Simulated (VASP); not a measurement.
Input of a VASP 6.6.1 run:

The input INCAR:

```
SYSTEM = P
PREC     = Accurate       ! precision mode
ENCUT    = 600            ! plane-wave cutoff, eV
EDIFF    = 1E-6           ! SCF threshold, eV
ISMEAR   = -1             ! smearing method
SIGMA    = 0.1            ! smearing width, eV
LREAL    = .False.        ! projectors in reciprocal space
LASPH    = .True.         ! aspherical terms in the spheres
NELM     = 60             ! most SCF steps
ALGO     = Normal         ! electronic algorithm
ISIF     = 3              ! what is computed and relaxed
LWAVE    = .False.        ! write WAVECAR
LCHARG   = .False.        ! write CHGCAR
GGA      = CA             ! functional
IBRION   = 2              ! ionic algorithm
NSW      = 80             ! ionic steps
EDIFFG   = -0.01          ! ionic threshold
```

The input KPOINTS:

```
regular mesh
0
Gamma
  14 14 14
  0 0 0
```

The input POSCAR:

```
P
1.0
   -1.5612668457      1.5612668457      1.5612668457
    1.5612668457     -1.5612668457      1.5612668457
    1.5612668457      1.5612668457     -1.5612668457
P
1
Direct
    0.0000000000      0.0000000000      0.0000000000
```

Potentials or basis: VASP PAW LDA potentials, release 64 (P).

Launch:

```console
$ cat potpaw_LDA.64/P/POTCAR > POTCAR
$ mpirun -np 1 vasp_std > vasp.out
```

Task: Predict the relaxed cell.

Result: a = 2.603 Å, b = 2.603 Å, c = 2.603 Å, α = 109.47°, β = 109.47°, γ = 109.47°.

Task: Predict the relaxed volume.

Result: 13.58 Å³/atom.

The path:
```tsv
step	energy change (eV)	largest force (eV/Å)	pressure (GPa)	volume (Å³)
1	0.0000	0.0000	-10.21	15.22
2	-0.0532	0.0000	3.58	13.18
3	-0.0575	0.0000	0.04	13.58
```
